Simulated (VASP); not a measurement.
## Hf: single point with PBEsol

The system is Hf.

```
CELL_PARAMETERS angstrom
3.31830 0.00000 0.00000
-1.65915 2.87373 0.00000
0.00000 0.00000 4.99622
ATOMIC_POSITIONS crystal
Hf 0.33333 0.66667 0.25000
Hf 0.66667 0.33333 0.75000
```

```
Program                : VASP 6.6.1
Task                   : single point
Functional             : PBEsol
Potentials or basis    : VASP PAW PBE potentials, release 64 (Hf_pv)
Cutoff                 : 520 eV
k mesh                 : 18 × 18 × 10
Occupations            : gaussian, width 0.15 eV
Spin                   : no spin polarisation
Dipole correction      : no
Further INCAR settings : ALGO = Fast; EDIFF = 1e-06; NBANDS = 17
```

```json
{
 "Pressure": "-9.5 GPa",
 "Band gap on the k mesh": "zero (bands 10 and 11 overlap by 1.49 eV)"
}
```

Stress tensor (GPa, compression positive):
```
-11.10   0.00   0.00
  0.00 -11.10   0.00
  0.00   0.00  -6.36
```

Levels at points of the mesh, in eV from the Fermi level:
```csv
k point,band 7,band 8,band 9,band 10,band 11,band 12,band 13,band 14
"(0.00, 0.00, 0.00)",-7.18,-3.42,0.86,1.02,1.02,1.82,1.89,1.89
"(0.50, 0.00, 0.00)",-3.34,-2.55,-1.98,-1.06,0.46,1.02,1.82,5.12
"(0.00, 0.00, 0.50)",-5.17,-5.17,0.38,0.38,0.81,0.81,0.81,0.81
"(0.50, 0.00, 0.50)",-3.24,-3.24,-0.79,-0.79,0.97,0.97,2.26,2.26
```

It took 2.4 min on 1 thread of AMD EPYC 9R45 96-Core Processor (Zen 5), with other jobs on the host, peak memory 0.26 GiB.

Caveat: the cell stands under tension; the PAW data sets were made with another functional, which shifts forces and pressure a little; spin-orbit coupling is left out, which moves the levels of the heavy elements.
